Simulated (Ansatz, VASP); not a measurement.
# MgO in VASP and in Ansatz

```
CELL_PARAMETERS angstrom
3.66220 0.00000 0.00000
-1.83110 3.17156 0.00000
0.00000 0.00000 4.02740
ATOMIC_POSITIONS crystal
Mg 0.66667 0.33333 0.75000
Mg 0.33333 0.66667 0.25000
O 0.66667 0.33333 0.25000
O 0.33333 0.66667 0.75000
```

Alike in both runs: task single point; functional PBE; k mesh 9 × 9 × 6; occupations gaussian, width 0.05 eV; no spin polarisation.

|  | VASP | Ansatz |
| --- | --- | --- |
| version | VASP 6.6.1 | Ansatz 0.2.0 |
| potentials or method | VASP PAW PBE potentials, release 64 (Mg, O), cutoff 520 eV | scalar-relativistic, plane waves, PAW |
| valence electrons in the cell | 16 | 32 |

VASP gave:

```
gap on the k mesh at the Fermi level (eV)                     : 3.27
least direct gap on the mesh (eV)                             : 3.27
pressure (GPa)                                                : -1.3
traceless stress, the component that is largest in VASP (GPa) : 9.54
```

Problem. Which values does Ansatz return?

Solution. gap on the k mesh at the Fermi level (eV): 3.29; least direct gap on the mesh (eV): 3.29; pressure (GPa): -0.8; traceless stress, the component that is largest in VASP (GPa): 9.57.

With one functional, cell and mesh, what is left measures potentials, basis and numerics. VASP's potentials hold 16 valence electrons a cell and Ansatz's 32, so a difference there can come from the potentials and not from the codes.
